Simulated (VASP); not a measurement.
# Cd3Hg5Se8 (P1) in VASP: relaxation of volume and atoms at fixed shape with PBEsol

Aim: the relaxation of volume and atoms at fixed shape of Cd3Hg5Se8 with PBEsol.

Everything below comes from runs of VASP 6.6.1. Logs are shortened: lines on timing, memory, paths and dates and some standing lists are left out, and cuts for length are marked.

### Step 1. The cell of the first run

The typed cell holds 64 atoms: a = 12.227 Å, b = 12.227 Å, c = 12.227 Å, α = 90.00°, β = 90.00°, γ = 90.00°.

### Step 2. Relaxation of volume and atoms at fixed shape, PBEsol

INCAR reads:

```
SYSTEM = Cd3Hg5Se8
ALGO = Normal ; EDIFF = 1E-7
EDIFFG = -0.03 ; ENCUT = 500
GGA = PS ; GGA_COMPAT = .False.
IBRION = 2 ; ISIF = 8
ISMEAR = -1 ; ISYM = -1
KPAR = 1 ; LASPH = .True.
LCHARG = .False. ; LREAL = Auto
LWAVE = .False. ; NELM = 120
NELMIN = 4 ; NSW = 100
PREC = Accurate ; SIGMA = 0.05
```

KPOINTS reads:

```
explicit points
1
Reciprocal
  0.25000000   0.25000000   0.25000000 1
```

POSCAR reads:

```
Cd3Hg5Se8
1.0
   12.2272430000      0.0000000000      0.0000000000
    0.0000000000     12.2272430000      0.0000000000
    0.0000000000      0.0000000000     12.2272430000
Cd Hg Se
12 20 32
Direct
    0.9972240000      0.0008420000      0.9994040000
    0.9992850000      0.4969280000      0.0017720000
    0.5010250000      0.0009570000      0.4988980000
    0.7535290000      0.7513590000      0.0026590000
    0.7484540000      0.7495020000      0.4985000000
    0.2494250000      0.4974020000      0.2491030000
    0.2534060000      0.4991230000      0.7486540000
    0.7502390000      0.9989070000      0.7513570000
    0.0007170000      0.7491800000      0.2493200000
    0.9966990000      0.7493790000      0.7492580000
    0.4989190000      0.2513850000      0.7498680000
    0.5003760000      0.7508870000      0.2514250000
    0.9966830000      0.0006770000      0.4999130000
    0.9957120000      0.4999000000      0.4977560000
    0.5004810000      0.0015580000      0.9994620000
    0.5017620000      0.5019720000      0.0009890000
    0.5016040000      0.5010280000      0.4988220000
    0.2507520000      0.2503060000      0.9994400000
    0.2481280000      0.2506880000      0.5007500000
    0.2494530000      0.7503250000      0.9986560000
    0.2487960000      0.7479730000      0.5020310000
    0.7509450000      0.2504480000      0.0024850000
    0.7500710000      0.2484150000      0.5015470000
    0.2498180000      0.0036380000      0.2505950000
    0.2472130000      0.0006560000      0.7466020000
    0.7514360000      0.0004820000      0.2486560000
    0.7504830000      0.5011260000      0.2501700000
    0.7503290000      0.4981430000      0.7471760000
    0.0019580000      0.2499660000      0.2505180000
    0.0012350000      0.2480290000      0.7528120000
    0.5003990000      0.2505630000      0.2482070000
    0.4996500000      0.7514980000      0.7508120000
    0.1249810000      0.1245760000      0.1266230000
    0.1258810000      0.1230670000      0.6228550000
    0.1273400000      0.6264980000      0.1223750000
    0.1253560000      0.6262880000      0.6283460000
    0.6252510000      0.1235290000      0.1253130000
    0.6240260000      0.1262200000      0.6240630000
    0.6236230000      0.6269000000      0.1254200000
    0.6282960000      0.6257710000      0.6220150000
    0.3736340000      0.3746440000      0.1233700000
    0.3748860000      0.3756900000      0.6232760000
    0.3744670000      0.8744930000      0.1241110000
    0.3749880000      0.8758630000      0.6265480000
    0.8722850000      0.3791370000      0.1246440000
    0.8732850000      0.3767810000      0.6234020000
    0.8741850000      0.8746740000      0.1232430000
    0.8736840000      0.8765530000      0.6246740000
    0.3726390000      0.1241250000      0.3740950000
    0.3733730000      0.1218960000      0.8751870000
    0.3774510000      0.6232740000      0.3770780000
    0.3756590000      0.6241370000      0.8733350000
    0.8741470000      0.1236050000      0.3740610000
    0.8744430000      0.1248880000      0.8747490000
    0.8745360000      0.6258670000      0.3763650000
    0.8752620000      0.6249600000      0.8758160000
    0.1242350000      0.3769480000      0.3758600000
    0.1274670000      0.3744180000      0.8780900000
    0.1278870000      0.8769830000      0.3746740000
    0.1264510000      0.8745060000      0.8742110000
    0.6249730000      0.3751480000      0.3736550000
    0.6245750000      0.3727740000      0.8753530000
    0.6233620000      0.8740800000      0.3759020000
    0.6248970000      0.8722910000      0.8738020000
```

Potentials or basis: VASP PAW PBE potentials, release 64 (Cd, Hg, Se).

Started as:

```console
> cat potpaw_PBE.64/Cd/POTCAR potpaw_PBE.64/Hg/POTCAR potpaw_PBE.64/Se/POTCAR > POTCAR
> mpirun -np 4 vasp_std > vasp.out
```

OUTCAR:

```text
SYSTEM = Cd3Hg5Se8
   EDIFF = 1E-7
   EDIFFG = -0.03
   ENCUT = 500
   GGA = PS
   IBRION = 2
   ISIF = 8
   ISMEAR = -1
   ISYM = -1
   LASPH = .True.
   LREAL = Auto
   NELM = 120
   NELMIN = 4
   NSW = 100
   PREC = Accurate

 ion  position               nearest neighbor table
   1  0.997  0.001  0.999-  54 2.62  47 2.63  33 2.67  60 2.69
   2  0.999  0.497  0.002-  45 2.60  58 2.64  56 2.67  35 2.67
   3  0.501  0.001  0.499-  63 2.63  38 2.64  49 2.66  44 2.67
   4  0.754  0.751  0.003-  47 2.57  56 2.65  39 2.66  64 2.67
   5  0.748  0.750  0.498-  40 2.59  55 2.63  63 2.63  48 2.67
   6  0.249  0.497  0.249-  57 2.63  41 2.63  35 2.67  51 2.70
[... 56 lines left out ...]
  63  0.623  0.874  0.376-  12 2.62   3 2.63   5 2.63  26 2.69
  64  0.625  0.872  0.874-  32 2.61   8 2.64   4 2.67  15 2.68

IMPORTANT INFORMATION: All symmetrisations will be switched off!
NOSYMM: (Re-)initialisation of all symmetry stuff for point group C_1.

----------------------------------------------------------------------------------------

                                     Primitive cell

  volume of cell :    1828.0397

  direct lattice vectors                    reciprocal lattice vectors
    12.227243000  0.000000000  0.000000000     0.081784585  0.000000000  0.000000000
     0.000000000 12.227243000  0.000000000     0.000000000  0.081784585  0.000000000
     0.000000000  0.000000000 12.227243000     0.000000000  0.000000000  0.081784585

  length of vectors
    12.227243000 12.227243000 12.227243000     0.081784585  0.081784585  0.081784585

  position of ions in fractional coordinates (direct lattice)
     0.997224000  0.000842000  0.999404000
     0.999285000  0.496928000  0.001772000
     0.501025000  0.000957000  0.498898000
     0.753529000  0.751359000  0.002659000
     0.748454000  0.749502000  0.498500000
     0.249425000  0.497402000  0.249103000
[... 56 lines left out ...]
     0.623362000  0.874080000  0.375902000
     0.624897000  0.872291000  0.873802000

  ion indices of the primitive-cell ions
   primitive index   ion index
                 1           1
                 2           2
                 3           3
                 4           4
                 5           5
                 6           6
[... 56 lines left out ...]
                63          63
                64          64

----------------------------------------------------------------------------------------

 KPOINTS: explicit points

Read explicit list of k-points.

 Found      1 k-points:

 Following reciprocal coordinates:
            Coordinates               Weight
  0.250000  0.250000  0.250000      1.000000
   k-points           NKPTS =      1   k-points in BZ     NKDIM =      1   number of bands    NBANDS=    348
   number of dos      NEDOS =    301   number of ions     NIONS =     64
   total plane-waves  NPLWV = 729000
   dimension x,y,z NGX =    90 NGY =   90 NGZ =   90
   dimension x,y,z NGXF=   180 NGYF=  180 NGZF=  180
   ions per type =              12  20  32
   NGX,Y,Z   is equivalent  to a cutoff of  12.24, 12.24, 12.24 a.u.
   NGXF,Y,Z  is equivalent  to a cutoff of  24.47, 24.47, 24.47 a.u.
 SYSTEM =  Cd3Hg5Se8
   PREC   = accura    normal or accurate (medium, high low for compatibility)
   ISTART =      0    job   : 0-new  1-cont  2-samecut
   ICHARG =      2    charge: 1-file 2-atom 10-const
   ISPIN  =      1    spin polarized calculation?
   LNONCOLLINEAR =      F non collinear calculations
   LSORBIT =      F    spin-orbit coupling
   LASPH  =      T    aspherical Exc in radial PAW
   ENCUT  =  500.0 eV  36.75 Ry    6.06 a.u.  22.29 22.29 22.29*2*pi/ulx,y,z
   NELM   =    120;   NELMIN=  4; NELMDL= -5     # of ELM steps
   EDIFF  = 0.1E-06   stopping-criterion for ELM
   LREAL  =      T    real-space projection
   EDIFFG = -.3E-01   stopping-criterion for IOM
   NSW    =    100    number of steps for IOM
   IBRION =      2    ionic relax: 0-MD 1-quasi-New 2-CG
   NFREE  =      1    steps in history (QN), initial steepest desc. (CG)
   ISIF   =      8    stress and relaxation
   ISYM   =     -1    0-nonsym 1-usesym 2-fastsym
   POTIM  = 0.5000    time-step for ionic-motion
   TEBEG  =    0.0;   TEEND  =   0.0 temperature during run
   PSTRESS=    0.0 pullay stress
   NELECT =     576.0000    total number of electrons
   NUPDOWN=      -1.0000    fix difference up-down
   EMIN   =  10.00;   EMAX   =-10.00  energy-range for DOS
   EFERMI =   0.00;   METHOD = LEGACY
   ISMEAR =    -1;   SIGMA  =   0.05  broadening in eV -4-tet -1-fermi 0-gaus
   EFERMI_NEDOS =   21; number of points for ismear=-14 and -15
   IALGO  =     38    algorithm
   IMIX   =      4    mixing-type and parameters
     AMIX     =   0.40;   BMIX     =  1.00
     AMIX_MAG =   1.60;   BMIX_MAG =  1.00
  volume/ion in A,a.u.               =      28.56       192.75
  Fermi-wavevector in a.u.,A,eV,Ry     =   1.114005  2.105164 16.884925  1.241007
  Thomas-Fermi vector in A             =   2.250596
   LORBIT       =      0    0 simple, 1 ext, 2 COOP (PROOUT), +10 PAW based schemes
   GGA     = PS    functional components
   LHFCALC =     F    Hartree Fock is set to
   AEXX    =    0.0000 exact exchange contribution
   IVDW    =     0    specifies the selected vdW correction
   LEPSILON=     F    determine dielectric tensor
   LRPA    =     F    only Hartree local field effects (RPA)
 conjugate gradient relaxation of ions
 non-spin polarized calculation
  energy-cutoff  :      500.00
  volume of cell :     1828.04
 maximum number of plane-waves:     46349
 NGX is ok and might be reduce to    90
   NGX = 45   NGY = 45   NGZ = 45

--------------------------------------- Ionic step        1  -------------------------------------------

 number of electron     575.9999952 magnetization

 Free energy of the ion-electron system (eV)
  ---------------------------------------------------
  ext. energy  EPLUGINS =         0.00000000
  ---------------------------------------------------
  free energy    TOTEN  =      -169.85371760 eV

  energy without entropy =     -169.85348985  energy(sigma->0) =     -169.85360372

------------------------ aborting loop because EDIFF is reached ----------------------------------------

  FORCE on cell =-STRESS in cart. coord.  units (eV):
  Direction    XX          YY          ZZ          XY          YZ          ZX
  --------------------------------------------------------------------------------------
  -------------------------------------------------------------------------------------
  Total        4.4392792      4.4009049      4.4639619     -2.7847668     -3.2421514     -2.7258164
  in kB        3.8907866      3.8571536      3.9124196     -2.4406965     -2.8415692     -2.3890297
  external PRESSURE =       3.8867866 kB  Pullay stress =       0.0000000 kB

 VOLUME and BASIS-vectors are now :
 -----------------------------------------------------------------------------
  energy-cutoff  :      500.00
  volume of cell :     1828.04
      direct lattice vectors                 reciprocal lattice vectors
    12.227243000  0.000000000  0.000000000     0.081784585  0.000000000  0.000000000
     0.000000000 12.227243000  0.000000000     0.000000000  0.081784585  0.000000000
     0.000000000  0.000000000 12.227243000     0.000000000  0.000000000  0.081784585
[... 751 lines left out ...]
      7.63727     10.71860      4.59603         0.009556     -0.020036      0.004116
      7.67668     10.70482     10.72598         0.027248      0.008617     -0.011989
 -----------------------------------------------------------------------------------
    total drift:                                0.018765      0.013538     -0.006394

  FREE ENERGIE OF THE ION-ELECTRON SYSTEM (eV)
  ---------------------------------------------------
  free  energy   TOTEN  =      -170.1236088875 eV

  energy  without entropy=     -170.1233845977  energy(sigma->0) =     -170.12349674

--------------------------------------- Ionic step        9  -------------------------------------------

 number of electron     575.9999869 magnetization

 Free energy of the ion-electron system (eV)
  ---------------------------------------------------
  ext. energy  EPLUGINS =         0.00000000
  ---------------------------------------------------
  free energy    TOTEN  =      -170.12536070 eV

  energy without entropy =     -170.12513843  energy(sigma->0) =     -170.12524956

 E-fermi :   1.4939     XC(G=0):  -9.0994

 val. band max:        1.0072501422   @ k =   0.2500   0.2500   0.2500
 cond. band min:       1.9515523913   @ k =   0.2500   0.2500   0.2500
 fundamental gap:      0.9443022490
 Fermi energy:         1.4938777626

 k-point     1 :       0.2500    0.2500    0.2500
  band No.  band energies     occupation
      1     -11.8651      2.00000
      2     -11.7561      2.00000
      3     -11.7181      2.00000
      4     -11.6960      2.00000
      5     -11.6374      2.00000
      6     -11.6179      2.00000
[... 292 lines left out ...]
    299       3.3744      0.00000
    300       3.7966      0.00000
 [bands above 300 left out]

------------------------ aborting loop because EDIFF is reached ----------------------------------------

  FORCE on cell =-STRESS in cart. coord.  units (eV):
  Direction    XX          YY          ZZ          XY          YZ          ZX
  --------------------------------------------------------------------------------------
  -------------------------------------------------------------------------------------
  Total        0.1600997      0.1177497      0.1930358     -1.9470105     -1.6348372     -1.6645904
  in kB        0.1395244      0.1026171      0.1682277     -1.6967894     -1.4247352     -1.4506647
  external PRESSURE =       0.1367897 kB  Pullay stress =       0.0000000 kB

 VOLUME and BASIS-vectors are now :
 -----------------------------------------------------------------------------
  energy-cutoff  :      500.00
  volume of cell :     1838.45
      direct lattice vectors                 reciprocal lattice vectors
    12.250401117  0.000000000  0.000000000     0.081629980  0.000000000  0.000000000
     0.000000000 12.250401117  0.000000000     0.000000000  0.081629980  0.000000000
     0.000000000  0.000000000 12.250401117     0.000000000  0.000000000  0.081629980
[... 65 lines left out ...]
      7.63493     10.71448      4.59516         0.009372     -0.012591     -0.000838
      7.67653     10.70312     10.72248         0.019394      0.006720     -0.007132
 -----------------------------------------------------------------------------------
    total drift:                                0.011245      0.022462      0.000319

  FREE ENERGIE OF THE ION-ELECTRON SYSTEM (eV)
  ---------------------------------------------------
  free  energy   TOTEN  =      -170.1253606996 eV

  energy  without entropy=     -170.1251384295  energy(sigma->0) =     -170.12524956

 reached required accuracy - stopping structural energy minimisation
```

It took 61 min on 4 MPI ranks of Intel Xeon Platinum 8488C (Sapphire Rapids), shared host; peak memory 0.63 GiB.

Results:

```
Free energy                           : -170.1254 eV
Relaxed volume                        : 28.73 Å³/atom
Relaxed cell                          : a = 12.250 Å, b = 12.250 Å, c = 12.250 Å, α = 90.00°, β = 90.00°, γ = 90.00°
Space group after relaxing (to 0.1 Å) : P1 (No. 1)
Energy gained by relaxing             : 4.2 meV/atom
Ionic steps                           : 9
Pressure after relaxing               : 0.0 GPa
Largest force after relaxing          : 0.027 eV/Å
Band gap on the k mesh                : 0.94 eV
```

Forces on the atoms (eV/Å):
```
Cd   0.002 -0.013 -0.002
Cd   0.001  0.007 -0.006
Cd  -0.012 -0.015 -0.002
Cd  -0.016 -0.003 -0.006
Cd  -0.006 -0.001  0.000
Cd  -0.008  0.002 -0.011
Cd  -0.011  0.011  0.002
Cd   0.005 -0.009 -0.005
Cd  -0.020 -0.014 -0.011
Cd   0.006 -0.005 -0.005
Cd   0.002 -0.006 -0.010
Cd  -0.009 -0.004 -0.012
Hg   0.002 -0.010  0.018
Hg   0.012 -0.010  0.001
Hg  -0.002  0.006  0.005
Hg  -0.014  0.015 -0.014
Hg  -0.016  0.016  0.006
Hg   0.005  0.012  0.008
Hg   0.015  0.002  0.012
Hg  -0.014 -0.009  0.009
Hg   0.007  0.005 -0.020
Hg   0.001  0.001 -0.018
Hg  -0.001 -0.010  0.012
Hg  -0.011 -0.017  0.013
Hg   0.000 -0.004  0.005
Hg   0.001 -0.005 -0.008
Hg   0.018 -0.003  0.000
Hg  -0.001  0.012  0.007
Hg   0.008 -0.010 -0.009
Hg  -0.005 -0.001  0.000
Hg  -0.005  0.003  0.008
Hg  -0.004  0.004  0.004
Se   0.000 -0.010  0.001
Se   0.007  0.005  0.004
Se   0.001  0.002 -0.014
Se   0.012  0.017  0.001
Se   0.023  0.001 -0.004
Se   0.006 -0.001 -0.014
Se   0.008 -0.005 -0.004
Se   0.006 -0.013  0.006
Se  -0.003  0.003 -0.001
Se  -0.002  0.007  0.005
Se  -0.005 -0.004 -0.001
Se   0.002  0.003  0.011
Se  -0.009  0.012 -0.019
Se   0.002  0.018 -0.009
Se  -0.017  0.006 -0.002
Se   0.010  0.002 -0.006
Se  -0.006 -0.005  0.003
Se  -0.006  0.004  0.014
Se  -0.003 -0.001  0.007
Se  -0.005 -0.001 -0.002
Se   0.001 -0.005  0.007
Se  -0.009 -0.002  0.000
Se   0.005  0.003  0.007
Se   0.005  0.014  0.006
Se  -0.005  0.013  0.020
Se  -0.004 -0.003  0.018
Se   0.004 -0.008 -0.007
Se   0.016 -0.006  0.006
Se   0.002  0.009  0.007
Se   0.007  0.003 -0.003
Se   0.009 -0.013 -0.001
Se   0.019  0.007 -0.007
```

Stress tensor (GPa, compression positive):
```
 0.01 -0.17 -0.15
-0.17  0.01 -0.14
-0.15 -0.14  0.02
```

Step by step:
| step | energy change (eV) | largest force (eV/Å) | pressure (GPa) | volume (Å³) |
| --- | --- | --- | --- | --- |
| 1 | 0.0000 | 0.5215 | 0.39 | 1828.04 |
| 2 | -0.1868 | 0.2704 | -0.18 | 1846.43 |
| 3 | -0.2142 | 0.1708 | -0.47 | 1856.45 |
| 4 | -0.2621 | 0.0693 | 0.05 | 1837.27 |
| 5 | -0.2621 | 0.0693 | 0.04 | 1837.53 |
| 6 | -0.2666 | 0.0449 | 0.02 | 1838.32 |
| 7 | -0.2699 | 0.0388 | -0.02 | 1839.61 |
| 8 | -0.2699 | 0.0405 | -0.02 | 1839.76 |
| 9 | -0.2716 | 0.0268 | 0.01 | 1838.45 |

Final structure:
```
Cd Hg Se
1.0
    12.25040    0.00000    0.00000
     0.00000   12.25040    0.00000
     0.00000    0.00000   12.25040
Cd Hg Se
12 20 32
Direct
  0.99921 0.00002 0.99912
  0.00051 0.49994 0.00037
  0.50053 0.00095 0.49967
  0.75171 0.74984 0.00063
  0.74968 0.75141 0.49922
  0.25000 0.50026 0.24943
  0.25085 0.49927 0.74920
  0.74909 0.00013 0.75001
  0.00208 0.75017 0.24913
  0.99805 0.75004 0.75023
  0.49907 0.25007 0.75003
  0.49889 0.75066 0.25123
  0.99864 0.99911 0.49922
  0.99886 0.50214 0.50074
  0.50085 0.99981 0.99943
  0.50207 0.50138 0.00052
  0.50206 0.50096 0.49957
  0.25104 0.24923 0.00021
  0.24975 0.25143 0.50025
  0.25063 0.75086 0.99893
  0.24975 0.74887 0.50165
  0.75096 0.25083 0.00131
  0.74981 0.24926 0.50132
  0.25055 0.00108 0.25011
  0.24869 0.99985 0.74881
  0.75081 0.99907 0.24988
  0.74966 0.50246 0.25112
  0.75053 0.49970 0.75051
  0.00109 0.25139 0.25032
  0.00147 0.25015 0.75234
  0.49992 0.25077 0.24937
  0.50058 0.75088 0.75006
  0.12340 0.12380 0.12337
  0.12320 0.12462 0.62327
  0.12463 0.62393 0.12477
  0.12399 0.62459 0.62733
  0.62444 0.12425 0.12468
  0.62309 0.12387 0.62621
  0.62443 0.62777 0.12529
  0.62615 0.62571 0.62400
  0.37443 0.37578 0.12450
  0.37568 0.37530 0.62509
  0.37506 0.87436 0.12465
  0.37534 0.87530 0.62344
  0.87492 0.37632 0.12501
  0.87504 0.37379 0.62487
  0.87657 0.87367 0.12415
  0.87280 0.87399 0.62565
  0.37511 0.12493 0.37527
  0.37473 0.12394 0.87332
  0.37418 0.62404 0.37347
  0.37437 0.62403 0.87319
  0.87422 0.12502 0.37373
  0.87389 0.12334 0.87438
  0.87508 0.62785 0.37443
  0.87538 0.62446 0.87598
  0.12482 0.37653 0.37443
  0.12567 0.37644 0.87506
  0.12446 0.87378 0.37437
  0.12242 0.87443 0.87378
  0.62535 0.37412 0.37409
  0.62363 0.37356 0.87402
  0.62324 0.87462 0.37510
  0.62664 0.87370 0.87528
```

Caveat: the PAW data sets were made with another functional, which shifts forces and pressure a little; spin-orbit coupling is left out, which moves the levels of the heavy elements; a shifted mesh leaves out Γ, where band edges can lie. A k mesh can miss the band edges.
